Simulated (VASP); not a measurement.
A run of VASP 6.6.1:

File INCAR:

```
SYSTEM = BN
PREC     = Accurate       ! precision mode
ENCUT    = 520            ! plane-wave cutoff, eV
EDIFF    = 1E-7           ! SCF threshold, eV
ISMEAR   = 0              ! smearing method
SIGMA    = 0.02           ! smearing width, eV
LREAL    = .FALSE.        ! projectors in reciprocal space
LASPH    = .TRUE.         ! aspherical terms in the spheres
NELM     = 60             ! most SCF steps
ALGO     = Normal         ! electronic algorithm
ISIF     = 2              ! what is computed and relaxed
LWAVE    = .FALSE.        ! write WAVECAR
LCHARG   = .TRUE.         ! write CHGCAR
LDIPOL   = .TRUE.       
IDIPOL   = 3            
DIPOL    = 0.5 0.5 0.500
GGA      = PE             ! functional
IVDW     = 12             ! dispersion correction
LELF     = .TRUE.         ! ELF
LVHAR    = .TRUE.       
LVACPOTAV= .TRUE.       
NBANDS   = 11             ! bands
```

KPOINTS

```
regular mesh
0
G
  12 12 1
  0 0 0
```

File POSCAR:

```
BN
1.0
    2.3830000000      0.0000000000      0.0000000000
   -1.1915000000      2.0637385372      0.0000000000
    0.0000000000      0.0000000000     26.0000000000
B N
1 1
Direct
    0.0000000000      0.0000000000      0.5137307692
    0.6666666667      0.3333333333      0.4862692308
```

Potentials or basis: VASP PAW PBE potentials, release 64 (B, N).

Run with:

```sh
$ cat potpaw_PBE.64/B/POTCAR potpaw_PBE.64/N/POTCAR > POTCAR
$ mpirun -np 1 vasp_std > vasp.out
```

Hardware: 1 thread of Intel(R) Xeon(R) Platinum 8559C (Emerald Rapids), with other jobs on the host.

Question: How long does it take, and how much memory?

Answer: It took 51 s on 1 thread of Intel(R) Xeon(R) Platinum 8559C (Emerald Rapids), on a shared host, peak memory 0.24 GiB. Counts: scf iterations 24, k points 19.
